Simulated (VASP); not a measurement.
# K (Im-3m) in VASP: further runs

Runs on K. Level: PBE. Tasks: single point.

Everything below comes from runs of VASP 6.6.1. Logs are shortened: lines on timing, memory, paths and dates and some standing lists are left out, and cuts for length are marked.

### Step 1. The cell of the first run

Symmetry: Im-3m, No. 229, cubic system. The conventional cell has a = 5.283 Å, b = 5.283 Å, c = 5.283 Å, α = 90.00°, β = 90.00°, γ = 90.00°.

### Step 2. Single point, PBE

The input, INCAR:

```
PREC = Accurate
ENCUT = 520
EDIFF = 1E-6
ISMEAR = -1
SIGMA = 0.01
LREAL = F
LASPH = T
NELM = 80
ALGO = Normal
ISIF = 2
LWAVE = F
LCHARG = T
GGA = PE
LELF = T
LVHAR = T
NBANDS = 10
```

The input, KPOINTS:

```
regular mesh
0
Gamma
  9 9 9
```

The input, POSCAR:

```
K
1.0
   -2.6417142217      2.6417142217      2.6417142217
    2.6417142217     -2.6417142217      2.6417142217
    2.6417142217      2.6417142217     -2.6417142217
K
1
Direct
    0.0000000000      0.0000000000      0.0000000000
```

Potentials or basis: VASP PAW PBE potentials, release 64 (K_sv).

On the command line:

```bash
$ cat potpaw_PBE.64/K_sv/POTCAR > POTCAR
$ mpirun -np 1 vasp_std > vasp.out
```

OUTCAR:

```text
PREC = Accurate
   ENCUT = 520
   EDIFF = 1E-6
   ISMEAR = -1
   LREAL = F
   LASPH = T
   NELM = 80
   ISIF = 2
   GGA = PE

 ion  position               nearest neighbor table
   1  0.000  0.000  0.000-

  LATTYP: Found a body centered cubic cell.
 ALAT       =     5.2834284434

  Lattice vectors:

 A1 = (  -2.6417142217,   2.6417142217,   2.6417142217)
 A2 = (   2.6417142217,  -2.6417142217,   2.6417142217)
 A3 = (   2.6417142217,   2.6417142217,  -2.6417142217)

Analysis of symmetry for initial positions (statically):
=====================================================================
 Subroutine PRICEL returns:
 Original cell was already a primitive cell.

 Routine SETGRP: Setting up the symmetry group for a
 body centered cubic supercell.

 Subroutine GETGRP returns: Found 48 space group operations
 (whereof 48 operations were pure point group operations)
 out of a pool of 48 trial point group operations.

The static configuration has the point symmetry O_h .

Analysis of symmetry for dynamics (positions and initial velocities):
=====================================================================
 Subroutine PRICEL returns:
 Original cell was already a primitive cell.

 Routine SETGRP: Setting up the symmetry group for a
 body centered cubic supercell.

 Subroutine GETGRP returns: Found 48 space group operations
 (whereof 48 operations were pure point group operations)
 out of a pool of 48 trial point group operations.

The dynamic configuration has the point symmetry O_h .

 Subroutine INISYM returns: Found 48 space group operations
 (whereof 48 operations are pure point group operations),
 and found     1 'primitive' translations

----------------------------------------------------------------------------------------

                                     Primitive cell

  volume of cell :      73.7424

  direct lattice vectors                    reciprocal lattice vectors
    -2.641714222  2.641714222  2.641714222     0.000000000  0.189271041  0.189271041
     2.641714222 -2.641714222  2.641714222     0.189271041  0.000000000  0.189271041
     2.641714222  2.641714222 -2.641714222     0.189271041  0.189271041  0.000000000

  length of vectors
     4.575583251  4.575583251  4.575583251     0.267669673  0.267669673  0.267669673

  position of ions in fractional coordinates (direct lattice)
     0.000000000  0.000000000  0.000000000

  ion indices of the primitive-cell ions
   primitive index   ion index
                 1           1

----------------------------------------------------------------------------------------

 KPOINTS: regular mesh

Automatic generation of k-mesh.
 Grid dimensions read from file:
 generate k-points for:    9    9    9

 Generating k-lattice:

  Cartesian coordinates                     Fractional coordinates (reciprocal lattice)
     0.000000000  0.021030116  0.021030116     0.111111111  0.000000000  0.000000000
     0.021030116  0.000000000  0.021030116     0.000000000  0.111111111  0.000000000
     0.021030116  0.021030116  0.000000000     0.000000000  0.000000000  0.111111111

  Length of vectors
     0.029741075  0.029741075  0.029741075

  Shift w.r.t. Gamma in fractional coordinates (k-lattice)
     0.000000000  0.000000000  0.000000000

 Subroutine IBZKPT returns following result:
 ===========================================

 Found     35 irreducible k-points:

 Following reciprocal coordinates:
            Coordinates               Weight
  0.000000  0.000000  0.000000      1.000000
  0.111111  0.000000  0.000000     12.000000
  0.222222  0.000000  0.000000     12.000000
  0.333333  0.000000  0.000000     12.000000
  0.444444  0.000000  0.000000     12.000000
  0.111111  0.111111  0.000000     24.000000
[... 16 lines left out ...]
 -0.333333  0.444444  0.111111     48.000000
 -0.444444 -0.444444  0.111111     24.000000
 [... further k-points ...]
   k-points           NKPTS =     35   k-points in BZ     NKDIM =     35   number of bands    NBANDS=     10
   number of dos      NEDOS =    301   number of ions     NIONS =      1
   total plane-waves  NPLWV =  46656
   dimension x,y,z NGX =    36 NGY =   36 NGZ =   36
   dimension x,y,z NGXF=    72 NGYF=   72 NGZF=   72
   ions per type =               1
   NGX,Y,Z   is equivalent  to a cutoff of  13.08, 13.08, 13.08 a.u.
   NGXF,Y,Z  is equivalent  to a cutoff of  26.16, 26.16, 26.16 a.u.
 SYSTEM =  unknown system
   PREC   = accura    normal or accurate (medium, high low for compatibility)
   ISTART =      0    job   : 0-new  1-cont  2-samecut
   ICHARG =      2    charge: 1-file 2-atom 10-const
   ISPIN  =      1    spin polarized calculation?
   LNONCOLLINEAR =      F non collinear calculations
   LSORBIT =      F    spin-orbit coupling
   LASPH  =      T    aspherical Exc in radial PAW
   ENCUT  =  520.0 eV  38.22 Ry    6.18 a.u.   8.51  8.51  8.51*2*pi/ulx,y,z
   NELM   =     80;   NELMIN=  2; NELMDL= -5     # of ELM steps
   EDIFF  = 0.1E-05   stopping-criterion for ELM
   LREAL  =      F    real-space projection
   EDIFFG = 0.1E-04   stopping-criterion for IOM
   NSW    =      0    number of steps for IOM
   IBRION =     -1    ionic relax: 0-MD 1-quasi-New 2-CG
   NFREE  =      0    steps in history (QN), initial steepest desc. (CG)
   ISIF   =      2    stress and relaxation
   ISYM   =      2    0-nonsym 1-usesym 2-fastsym
   POTIM  = 0.5000    time-step for ionic-motion
   TEBEG  =    0.0;   TEEND  =   0.0 temperature during run
   PSTRESS=    0.0 pullay stress
   NELECT =       9.0000    total number of electrons
   NUPDOWN=      -1.0000    fix difference up-down
   EMIN   =  10.00;   EMAX   =-10.00  energy-range for DOS
   EFERMI =   0.00;   METHOD = LEGACY
   ISMEAR =    -1;   SIGMA  =   0.01  broadening in eV -4-tet -1-fermi 0-gaus
   EFERMI_NEDOS =   21; number of points for ismear=-14 and -15
   IALGO  =     38    algorithm
   IMIX   =      4    mixing-type and parameters
     AMIX     =   0.40;   BMIX     =  1.00
     AMIX_MAG =   1.60;   BMIX_MAG =  1.00
  volume/ion in A,a.u.               =      73.74       497.64
  Fermi-wavevector in a.u.,A,eV,Ry     =   0.812051  1.534553  8.972041  0.659426
  Thomas-Fermi vector in A             =   1.921523
   LORBIT       =      0    0 simple, 1 ext, 2 COOP (PROOUT), +10 PAW based schemes
   GGA     = PE    functional components
   LHFCALC =     F    Hartree Fock is set to
   AEXX    =    0.0000 exact exchange contribution
   IVDW    =     0    specifies the selected vdW correction
   LEPSILON=     F    determine dielectric tensor
   LRPA    =     F    only Hartree local field effects (RPA)
 non-spin polarized calculation
  energy-cutoff  :      520.00
  volume of cell :       73.74
 maximum number of plane-waves:      2006
 NGX is ok and might be reduce to    36
   NGX = 17   NGY = 17   NGZ = 17

 number of electron       9.0000001 magnetization

 Free energy of the ion-electron system (eV)
  ---------------------------------------------------
  ext. energy  EPLUGINS =         0.00000000
  ---------------------------------------------------
  free energy    TOTEN  =        -1.05041357 eV

  energy without entropy =       -1.05000316  energy(sigma->0) =       -1.05020836

 E-fermi :  -0.1634     XC(G=0):  -5.6451

 val. band max:       -0.1860810469   @ k =  -0.3333   0.4444   0.1111
 cond. band min:      -0.0768829837   @ k =   0.4444   0.0000   0.0000
 fundamental gap:      0.1091980632
 Fermi energy:        -0.1633993542

 k-point     1 :       0.0000    0.0000    0.0000
  band No.  band energies     occupation
      1     -32.2598      2.00000
      2     -15.7095      2.00000
      3     -15.7095      2.00000
      4     -15.7095      2.00000
      5      -2.2783      2.00000
      6       4.1661      0.00000
      7       4.1661      0.00000
      8       4.1661      0.00000
      9       5.0730      0.00000
     10       5.0730      0.00000

 k-point     2 :       0.1111    0.0000    0.0000
  band No.  band energies     occupation
      1     -32.2593      2.00000
      2     -15.7175      2.00000
      3     -15.7122      2.00000
      4     -15.7095      2.00000
      5      -2.1255      2.00000
      6       3.9111      0.00000
      7       3.9747      0.00000
      8       4.2876      0.00000
      9       4.8595      0.00000
     10       5.0363      0.00000

 k-point     3 :       0.2222    0.0000    0.0000
  band No.  band energies     occupation
      1     -32.2581      2.00000
      2     -15.7375      2.00000
      3     -15.7189      2.00000
      4     -15.7095      2.00000
      5      -1.6790      2.00000
      6       3.0605      0.00000
      7       3.5896      0.00000
      8       4.6457      0.00000
      9       4.8678      0.00000
     10       5.0133      0.00000

 k-point     4 :       0.3333    0.0000    0.0000
  band No.  band energies     occupation
      1     -32.2568      2.00000
      2     -15.7599      2.00000
      3     -15.7265      2.00000
      4     -15.7095      2.00000
      5      -0.9746      2.00000
      6       2.0285      0.00000
      7       3.2502      0.00000
      8       4.9111      0.00000
      9       5.1292      0.00000
     10       5.2216      0.00000

 k-point     5 :       0.4444    0.0000    0.0000
  band No.  band energies     occupation
      1     -32.2559      2.00000
      2     -15.7744      2.00000
      3     -15.7315      2.00000
      4     -15.7095      2.00000
      5      -0.0769      0.00035
      6       0.9773      0.00000
      7       3.0629      0.00000
      8       4.7676      0.00000
      9       5.4391      0.00000
     10       5.9823      0.00000

 k-point     6 :       0.1111    0.1111    0.0000
  band No.  band energies     occupation
      1     -32.2585      2.00000
      2     -15.7313      2.00000
      3     -15.7151      2.00000
      4     -15.7114      2.00000
      5      -1.8257      2.00000
      6       3.4262      0.00000
      7       3.5969      0.00000
      8       4.5045      0.00000
      9       4.6936      0.00000
     10       5.1844      0.00000

 k-point     7 :       0.2222    0.1111   -0.0000
  band No.  band energies     occupation
      1     -32.2572      2.00000
      2     -15.7508      2.00000
      3     -15.7232      2.00000
      4     -15.7122      2.00000
      5      -1.2491      2.00000
      6       2.5588      0.00000
      7       3.1820      0.00000
      8       4.7147      0.00000
      9       4.8824      0.00000
     10       5.3498      0.00000

 k-point     8 :       0.3333    0.1111    0.0000
  band No.  band energies     occupation
      1     -32.2561      2.00000
      2     -15.7673      2.00000
      3     -15.7312      2.00000
      4     -15.7123      2.00000
      5      -0.4431      2.00000
      6       1.5596      0.00000
      7       2.9144      0.00000
      8       4.6329      0.00000
      9       5.2815      0.00000
     10       5.5551      0.00000

 k-point     9 :       0.4444    0.1111    0.0000
  band No.  band energies     occupation
      1     -32.2557      2.00000
      2     -15.7737      2.00000
      3     -15.7344      2.00000
      4     -15.7124      2.00000
      5       0.4380      0.00000
      6       0.6165      0.00000
      7       2.8214      0.00000
      8       4.5065      0.00000
      9       5.5585      0.00000
     10       5.7133      0.00000
[... 118 lines left out ...]
 k-point    19 :      -0.2222    0.2222    0.1111
  band No.  band energies     occupation
      1     -32.2577      2.00000
      2     -15.7371      2.00000
      3     -15.7217      2.00000
      4     -15.7159      2.00000
      5      -1.5333      2.00000
      6       3.1076      0.00000
      7       3.5680      0.00000
      8       4.1065      0.00000
      9       4.6680      0.00000
     10       5.4780      0.00000

 k-point    20 :      -0.3333    0.3333    0.1111
  band No.  band energies     occupation
      1     -32.2564      2.00000
      2     -15.7585      2.00000
      3     -15.7295      2.00000
      4     -15.7155      2.00000
      5      -0.8372      2.00000
      6       2.0992      0.00000
      7       3.2688      0.00000
      8       4.1431      0.00000
      9       5.2244      0.00000
     10       5.3944      0.00000

 k-point    21 :      -0.2222    0.3333    0.1111
  band No.  band energies     occupation
      1     -32.2565      2.00000
      2     -15.7511      2.00000
      3     -15.7297      2.00000
      4     -15.7198      2.00000
      5      -0.9713      2.00000
      6       2.5294      0.00000
      7       3.1337      0.00000
      8       4.0567      0.00000
      9       4.9646      0.00000
     10       5.3979      0.00000

 k-point    22 :      -0.4444    0.4444    0.1111
  band No.  band energies     occupation
      1     -32.2555      2.00000
      2     -15.7723      2.00000
      3     -15.7345      2.00000
      4     -15.7152      2.00000
      5       0.0524      0.00000
      6       1.0715      0.00000
      7       3.0986      0.00000
      8       4.0455      0.00000
      9       5.3695      0.00000
     10       5.9619      0.00000

 k-point    23 :      -0.3333    0.4444    0.1111
  band No.  band energies     occupation
      1     -32.2554      2.00000
      2     -15.7645      2.00000
      3     -15.7384      2.00000
      4     -15.7202      2.00000
      5      -0.1861      1.81241
      6       1.7045      0.00000
      7       2.7455      0.00000
      8       4.1186      0.00000
      9       4.9752      0.00000
     10       5.5942      0.00000

 k-point    24 :      -0.4444   -0.4444    0.1111
  band No.  band energies     occupation
      1     -32.2550      2.00000
      2     -15.7698      2.00000
      3     -15.7420      2.00000
      4     -15.7202      2.00000
      5       0.7342      0.00000
      6       0.7581      0.00000
      7       2.6110      0.00000
      8       4.0535      0.00000
      9       5.1541      0.00000
     10       5.6636      0.00000

 [... further k-points ...]
[... 5 lines left out ...]
  --------------------------------------------------------------------------------------
  -------------------------------------------------------------------------------------
  Total       -0.0077656     -0.0077656     -0.0077656      0.0000000      0.0000000     -0.0000000
  in kB       -0.1687199     -0.1687199     -0.1687199      0.0000000      0.0000000     -0.0000000
  external PRESSURE =      -0.1687199 kB  Pullay stress =       0.0000000 kB

 VOLUME and BASIS-vectors are now :
 -----------------------------------------------------------------------------
  energy-cutoff  :      520.00
  volume of cell :       73.74
      direct lattice vectors                 reciprocal lattice vectors
    -2.641714222  2.641714222  2.641714222     0.000000000  0.189271041  0.189271041
     2.641714222 -2.641714222  2.641714222     0.189271041  0.000000000  0.189271041
     2.641714222  2.641714222 -2.641714222     0.189271041  0.189271041  0.000000000

 POSITION                                       TOTAL-FORCE (eV/Angst)
 -----------------------------------------------------------------------------------
      0.00000      0.00000      0.00000        -0.000000      0.000000     -0.000000
 -----------------------------------------------------------------------------------
    total drift:                               -0.000000      0.000000      0.000000

  FREE ENERGIE OF THE ION-ELECTRON SYSTEM (eV)
  ---------------------------------------------------
  free  energy   TOTEN  =        -1.0504135650 eV

  energy  without entropy=       -1.0500031616  energy(sigma->0) =       -1.05020836
```

Wall time 23 s (1 thread of Intel Xeon 6975P-C, shared host); peak memory 0.2 GiB.

What came out:

```
Free energy : -1.0504 eV
Pressure    : 0.0 GPa
```

### Step 3. Single point, PBE

The input, INCAR:

```
SYSTEM = K
  PREC = Accurate
  ENCUT = 520
  EDIFF = 1E-6
  ISMEAR = -1
  SIGMA = 0.03
  LREAL = .False.
  LASPH = .True.
  NELM = 60
  ALGO = Normal
  ISIF = 2
  LWAVE = .False.
  LCHARG = .False.
  GGA = PE
  NBANDS = 10
```

The input, KPOINTS:

```
regular mesh
0
Gamma
  9 9 9
  0 0 0
```

POSCAR is that of step 2.

Potentials or basis: VASP PAW PBE potentials, release 64 (K_sv).

On the command line:

```bash
$ cat potpaw_PBE.64/K_sv/POTCAR > POTCAR
$ mpirun -np 1 vasp_std > vasp.out
```

Wall time 22 s (1 thread of Intel Xeon 6975P-C, shared host); peak memory 0.2 GiB.

Results (log left out):

- Free energy: -1.0514 eV
- Pressure: 0.0 GPa

Levels at points of the mesh, in eV from the Fermi level:
```tsv
k point	band 1	band 2	band 3	band 4	band 5	band 6	band 7	band 8	band 9
(0.00, 0.00, 0.00)	-32.13	-15.58	-15.58	-15.58	-2.15	4.30	4.30	4.30	5.20
```
